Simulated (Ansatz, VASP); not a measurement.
**One calculation of HC6, two programs**

INCAR

```
ALGO     = Normal         # electronic algorithm
DIPOL    = 0.5 0.5 0.307
EDIFF    = 1E-6           # SCF threshold, eV
ENCUT    = 520            # plane-wave cutoff, eV
IDIPOL   = 3            
ISIF     = 2              # what is computed and relaxed
ISMEAR   = 0              # smearing method
LASPH    = True           # aspherical terms in the spheres
LCHARG   = True           # write CHGCAR
LDIPOL   = True         
LELF     = True           # ELF
LREAL    = False          # projectors in reciprocal space
LVACPOTAV= True         
LVHAR    = True         
LWAVE    = False          # write WAVECAR
NBANDS   = 38             # bands
NELM     = 60             # most SCF steps
PREC     = Accurate       # precision mode
SIGMA    = 0.1            # smearing width, eV
```

KPOINTS

```
k-points
0
Gamma
  6 3 1
```

The input POSCAR:

```
HC6
1.0
    4.8889075235      0.0000000000      0.0000000000
   -1.2222268809      8.7842777898      0.0000000000
    0.0000000000      0.0000000000     22.7472999250
C H
12 2
Direct
    0.0193593843      0.0774375370      0.1758450459
    0.5193593842      0.0774375370      0.1758450459
    0.2741992303      0.0967969212      0.2059521363
    0.7741992303      0.0967969212      0.2059521363
    0.2838789224      0.1355156897      0.2661663168
    0.7838789224      0.1355156897      0.2661663168
    0.0386178296      0.1544718076      0.2954947895
    0.5386178296      0.1544718076      0.2954947895
    0.0488209147      0.1952857701      0.3583563417
    0.5488209147      0.1952857701      0.3583563417
    0.3031079910      0.2124325380      0.3845423393
    0.8031079910      0.2124325380      0.3845423393
    0.0488209147      0.1530031838      0.4605953216
    0.0488209147      0.2375683564      0.4605953216
```

Input for Ansatz:

```yaml
crystal:
  lattice:
    - [4.8889075235, 0.0, 0.0]
    - [-1.2222268809, 8.7842777898, 0.0]
    - [0.0, 0.0, 22.747299925]
  atoms:
    - { symbol: C, position: [0.0193593843, 0.077437537, 0.1758450459] }
    - { symbol: C, position: [0.5193593842, 0.077437537, 0.1758450459] }
    - { symbol: C, position: [0.2741992303, 0.0967969212, 0.2059521363] }
    - { symbol: C, position: [0.7741992303, 0.0967969212, 0.2059521363] }
    - { symbol: C, position: [0.2838789224, 0.1355156897, 0.2661663168] }
    - { symbol: C, position: [0.7838789224, 0.1355156897, 0.2661663168] }
    - { symbol: C, position: [0.0386178296, 0.1544718076, 0.2954947895] }
    - { symbol: C, position: [0.5386178296, 0.1544718076, 0.2954947895] }
    - { symbol: C, position: [0.0488209147, 0.1952857701, 0.3583563417] }
    - { symbol: C, position: [0.5488209147, 0.1952857701, 0.3583563417] }
    - { symbol: C, position: [0.303107991, 0.212432538, 0.3845423393] }
    - { symbol: C, position: [0.803107991, 0.212432538, 0.3845423393] }
    - { symbol: H, position: [0.0488209147, 0.1530031838, 0.4605953216] }
    - { symbol: H, position: [0.0488209147, 0.2375683564, 0.4605953216] }
basis:
  ecutwfc: 420
kpoints:
  mp_grid: { grid: [6, 3, 1] }
hamiltonian:
  xc: lda
  pseudopotentials: { kind: paw, azcp: { folder: soft_1 } }
scf:
  occupations: { method: gaussian, width: 0.1 }
output:
  forces: true
  eigenvalues: true
efield:
  axis: 3
  dipole_correction: true
  ramp_width: 0.04
```

Alike in both runs: task single point; functional LDA; k mesh 6 × 3 × 1; occupations gaussian, width 0.1 eV; no spin polarisation.

|  | VASP | Ansatz |
| --- | --- | --- |
| version | VASP 6.6.1 | Ansatz 0.2.0 |
| potentials or method | VASP PAW LDA potentials, release 64 (C, H), cutoff 520 eV | scalar-relativistic, plane waves, PAW |
| valence electrons in the cell | 50 | 50 |

|  | VASP | Ansatz | Ansatz less VASP |
| --- | --- | --- | --- |
| gap on the k mesh at the Fermi level (eV) | 0.06 | 0.06 | -0.001 |
| least direct gap on the mesh (eV) | 0.06 | 0.06 | -0.001 |
| rms of the force components (eV/Å) | 0.899 | 0.906 | +0.0069 |

Ansatz warns that its potentials were made for another functional, while VASP's fit it. LDA's correlation is that of Perdew and Zunger in VASP and of Perdew and Wang (1992) in Ansatz. Atom by atom the forces differ by 0.024 eV/Å (rms over components).
